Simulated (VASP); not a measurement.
# CsBr in VASP: further runs, part 2 of 2

VASP 6.6.1. The steps go on from the part before.

## 3. Single point, PBE

This run uses another cell than the first one, of 39.37 Å³/atom, 0.833 times its volume.

INCAR

```
SYSTEM = CsBr
PREC = Accurate
ENCUT = 500
EDIFF = 1E-6
ISMEAR = 0
SIGMA = 0.05
LREAL = .FALSE.
LASPH = .TRUE.
NELM = 120
ALGO = Normal
ISIF = 2
LWAVE = .FALSE.
LCHARG = .FALSE.
GGA = PE
NBANDS = 15
GGA_COMPAT = .FALSE.
```

KPOINTS

```
regular mesh
0
G
  8 8 8
  0 0 0
```

POSCAR

```
CsBr
1.0
    4.2860000000      0.0000000000      0.0000000000
    0.0000000000      4.2860000000      0.0000000000
    0.0000000000      0.0000000000      4.2860000000
Cs Br
1 1
Direct
    0.0116658889      0.0000000000      0.0000000000
    0.5000000000      0.5000000000      0.5000000000
```

Potentials or basis: VASP PAW PBE potentials, release 64 (Cs_sv, Br).

Run with:

```sh
$ cat potpaw_PBE.64/Cs_sv/POTCAR potpaw_PBE.64/Br/POTCAR > POTCAR
$ mpirun -np 1 vasp_std > vasp.out
```

OUTCAR:

```text
SYSTEM = CsBr
   PREC = Accurate
   ENCUT = 500
   EDIFF = 1E-6
   ISMEAR = 0
   LREAL = .FALSE.
   LASPH = .TRUE.
   NELM = 120
   ISIF = 2
   GGA = PE

 ion  position               nearest neighbor table
   1  0.012  0.000  0.000-
   2  0.500  0.500  0.500-

  LATTYP: Found a simple cubic cell.
 ALAT       =     4.2860000000

  Lattice vectors:

 A1 = (   4.2860000000,   0.0000000000,   0.0000000000)
 A2 = (   0.0000000000,   4.2860000000,   0.0000000000)
 A3 = (   0.0000000000,   0.0000000000,   4.2860000000)

Analysis of symmetry for initial positions (statically):
=====================================================================
 Subroutine PRICEL returns:
 Original cell was already a primitive cell.

 Routine SETGRP: Setting up the symmetry group for a
 simple cubic supercell.

 Subroutine GETGRP returns: Found  8 space group operations
 (whereof  8 operations were pure point group operations)
 out of a pool of 48 trial point group operations.

The static configuration has the point symmetry C_4v.

Analysis of symmetry for dynamics (positions and initial velocities):
=====================================================================
 Subroutine PRICEL returns:
 Original cell was already a primitive cell.

 Routine SETGRP: Setting up the symmetry group for a
 simple cubic supercell.

 Subroutine GETGRP returns: Found  8 space group operations
 (whereof  8 operations were pure point group operations)
 out of a pool of 48 trial point group operations.

The dynamic configuration has the point symmetry C_4v.

 Subroutine INISYM returns: Found  8 space group operations
 (whereof  8 operations are pure point group operations),
 and found     1 'primitive' translations

----------------------------------------------------------------------------------------

                                     Primitive cell

  volume of cell :      78.7329

[... 116 lines left out ...]
   IVDW    =     0    specifies the selected vdW correction
   LEPSILON=     F    determine dielectric tensor
   LRPA    =     F    only Hartree local field effects (RPA)
 non-spin polarized calculation
 Gauss-broadening in eV      SIGMA  =   0.05
  energy-cutoff  :      500.00
  volume of cell :       78.73
 maximum number of plane-waves:      2021
 NGX is ok and might be reduce to    32
   NGX = 15   NGY = 15   NGZ = 15

 number of electron      15.9999997 magnetization

 Free energy of the ion-electron system (eV)
  ---------------------------------------------------
  ext. energy  EPLUGINS =         0.00000000
  ---------------------------------------------------
  free energy    TOTEN  =        -6.00341619 eV

  energy without entropy =       -6.00341619  energy(sigma->0) =       -6.00341619

 E-fermi :  -0.0568     XC(G=0):  -8.0741

 val. band max:       -0.2988529721   @ k =   0.0000   0.0000   0.0000
 cond. band min:       4.2200504940   @ k =   0.0000   0.0000   0.0000
 fundamental gap:      4.5189034661
 Fermi energy:        -0.0568442926

 k-point     1 :       0.0000    0.0000    0.0000
  band No.  band energies     occupation
      1     -20.0742      2.00000
      2     -12.6663      2.00000
      3      -6.6675      2.00000
      4      -6.6675      2.00000
      5      -6.6670      2.00000
      6      -0.3004      2.00000
      7      -0.2989      2.00000
      8      -0.2989      2.00000
      9       4.2201      0.00000
     10       4.6153      0.00000
     11       4.6211      0.00000
     12       8.8244      0.00000
     13       8.8283      0.00000
     14       8.8283      0.00000
[... 401 lines left out ...]
      2     -12.6327      2.00000
      3      -7.0961      2.00000
      4      -6.9050      2.00000
      5      -6.5413      2.00000
      6      -1.1865      2.00000
      7      -0.7040      2.00000
      8      -0.4061      2.00000
      9       5.5175      0.00000
     10       5.9944      0.00000
     11       7.4549      0.00000
     12       7.5291      0.00000
     13       8.1894      0.00000
     14       8.7719      0.00000
     15       9.8975      0.00000

 [... further k-points ...]

------------------------ aborting loop because EDIFF is reached ----------------------------------------

  FORCE on cell =-STRESS in cart. coord.  units (eV):
  Direction    XX          YY          ZZ          XY          YZ          ZX
  --------------------------------------------------------------------------------------
  -------------------------------------------------------------------------------------
  Total        0.5437202      0.5470260      0.5470260      0.0000000      0.0000000     -0.0000000
  in kB       11.0644436     11.1317151     11.1317151      0.0000000      0.0000000     -0.0000000
  external PRESSURE =      11.1092913 kB  Pullay stress =       0.0000000 kB

 VOLUME and BASIS-vectors are now :
 -----------------------------------------------------------------------------
  energy-cutoff  :      500.00
  volume of cell :       78.73
      direct lattice vectors                 reciprocal lattice vectors
     4.286000000  0.000000000  0.000000000     0.233317779  0.000000000  0.000000000
     0.000000000  4.286000000  0.000000000     0.000000000  0.233317779  0.000000000
     0.000000000  0.000000000  4.286000000     0.000000000  0.000000000  0.233317779

 POSITION                                       TOTAL-FORCE (eV/Angst)
 -----------------------------------------------------------------------------------
      0.05000      0.00000      0.00000        -0.044820      0.000000     -0.000000
      2.14300      2.14300      2.14300         0.044820     -0.000000      0.000000
 -----------------------------------------------------------------------------------
    total drift:                                0.000211      0.000000     -0.000000

  FREE ENERGIE OF THE ION-ELECTRON SYSTEM (eV)
  ---------------------------------------------------
  free  energy   TOTEN  =        -6.0034161853 eV

  energy  without entropy=       -6.0034161853  energy(sigma->0) =       -6.00341619
```

Run time: 25 s. Hardware: 1 thread of Intel Xeon Platinum 8488C (Sapphire Rapids), shared host; peak memory 0.23 GiB.

What came out:

```
Free energy            : -6.0034 eV
Pressure               : 1.1 GPa
Largest force          : 0.045 eV/Å
Band gap on the k mesh : 4.52 eV, direct
```

Forces on the atoms (eV/Å):
```
Cs  -0.045  0.000  0.000
Br   0.045  0.000  0.000
```

Levels at points of the mesh, in eV from the valence-band top:
| k point | band 5 | band 6 | band 7 | band 8 | band 9 | band 10 | band 11 | band 12 |
| --- | --- | --- | --- | --- | --- | --- | --- | --- |
| (0.00, 0.00, 0.00) | -6.37 | 0.00 | 0.00 | 0.00 | 4.52 | 4.91 | 4.92 | 9.12 |
| (0.50, 0.00, 0.00) | -6.26 | -1.33 | -0.21 | -0.21 | 5.93 | 7.31 | 7.77 | 8.33 |
| (0.00, 0.50, 0.00) | -6.26 | -1.33 | -0.21 | -0.21 | 5.93 | 7.31 | 7.77 | 8.30 |
| (0.50, 0.50, 0.00) | -6.20 | -0.58 | -0.57 | 0.00 | 5.27 | 5.50 | 7.23 | 7.24 |
| (0.00, 0.50, 0.50) | -6.20 | -0.57 | -0.57 | 0.00 | 5.27 | 5.51 | 7.24 | 7.24 |
| (0.50, 0.50, 0.50) | -6.77 | -1.18 | -1.18 | -1.18 | 8.31 | 8.31 | 8.33 | 9.18 |

Caveat: spin-orbit coupling is left out, which moves the levels of the heavy elements.
